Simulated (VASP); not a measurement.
Input of a VASP 6.6.1 run:

File INCAR:

```
  PREC = Accurate
  ENCUT = 520
  EDIFF = 1E-6
  ISMEAR = 0
  SIGMA = 0.01
  LREAL = Auto
  LASPH = True
  NELM = 80
  ALGO = Normal
  ISIF = 2
  LWAVE = False
  LCHARG = False
  GGA = PE
  NELECT = 132.0
  NBANDS = 88
```

KPOINTS

```
Automatic mesh
0
Gamma
  2 2 2
  0.5 0.5 0.5
```

The input POSCAR:

```
Al16As17
1.0
    5.7279123210      5.7279123210      5.7279123210
   -5.7279123210      5.7279123210     -5.7279123210
   -5.7279123210     -5.7279123210      5.7279123210
Al As
16 17
Direct
    0.5011944027      0.7472252110      0.7472252110
    0.5027747890      0.5039691917      0.0000000000
    0.7460308083      0.4960308083      0.7488055973
    0.5117363396      0.2617363396      0.2617363396
    0.7539691917      0.2527747890      0.0000000000
   -0.0027747890      0.2511944027      0.7472252110
    0.5027747890      0.0000000000      0.5039691917
    0.7539691917      0.0000000000      0.2527747890
   -0.0117363396      0.0000000000      0.0000000000
    0.2500000000      0.0000000000      0.7382636604
    0.7460308083      0.7488055973      0.4960308083
   -0.0027747890      0.7472252110      0.2511944027
    0.2500000000      0.7382636604      0.0000000000
   -0.0011944027      0.4960308083      0.4960308083
    0.2500000000      0.5039691917      0.2527747890
    0.2500000000      0.2527747890      0.5039691917
    0.7420777500      0.0000000000      0.0000000000
    0.7500000000      0.7500000000      0.2500000000
   -0.0066915047      0.7433084953      0.0000000000
    0.7579222500      0.5079222500      0.5079222500
    0.0000000000      0.5000000000      0.2500000000
    0.2500000000      0.4920777500      0.0000000000
    0.7500000000      0.2500000000      0.7500000000
    0.0000000000      0.2500000000      0.5000000000
    0.2500000000      0.2566915047      0.2566915047
    0.5066915047      0.2566915047      0.0000000000
   -0.0066915047      0.0000000000      0.7433084953
    0.2500000000      0.0000000000      0.4920777500
    0.5066915047      0.0000000000      0.2566915047
    0.2500000000      0.7433084953      0.7433084953
    0.5000000000      0.7500000000      0.5000000000
    0.5000000000      0.5000000000      0.7500000000
    0.2500000000      0.0000000000      0.0000000000
```

Potentials or basis: VASP PAW PBE potentials, release 64 (Al, As).

Run with:

```bash
$ cat potpaw_PBE.64/Al/POTCAR potpaw_PBE.64/As/POTCAR > POTCAR
$ mpirun -np 1 vasp_std > vasp.out
```

Q: Predict the largest force.

A: 0.016 eV/Å.

Forces in eV/Å, atoms in the order of the input:
```
Al   0.003 -0.005 -0.005
Al   0.005  0.003  0.005
Al  -0.005 -0.003  0.005
Al  -0.009  0.009  0.009
Al  -0.005  0.003 -0.005
Al   0.005 -0.005 -0.003
Al   0.005  0.005  0.003
Al  -0.005 -0.005  0.003
Al  -0.009 -0.009 -0.009
Al   0.009  0.009 -0.009
Al  -0.005  0.005 -0.003
Al   0.005 -0.003 -0.005
Al   0.009 -0.009  0.009
Al   0.003  0.005  0.005
Al  -0.003 -0.005  0.005
Al  -0.003  0.005 -0.005
As   0.006  0.006  0.006
As   0.000  0.000  0.000
As   0.000 -0.001  0.000
As   0.006 -0.006 -0.006
As   0.000  0.000  0.000
As  -0.006  0.006 -0.006
As   0.000  0.000  0.000
As   0.000  0.000  0.000
As  -0.001  0.000  0.000
As   0.000  0.001  0.000
As   0.000  0.000 -0.001
As  -0.006 -0.006  0.006
As   0.000  0.000  0.001
As   0.001  0.000  0.000
As   0.000  0.000  0.000
As   0.000  0.000  0.000
As   0.000  0.000  0.000
```

Caveat: the k points lie up to 0.39 Å⁻¹ apart; the cell carries a net charge on a neutralising background, which shifts energy and pressure; the cell differs from its parent crystal (with an interstitial atom, then relaxed in part).
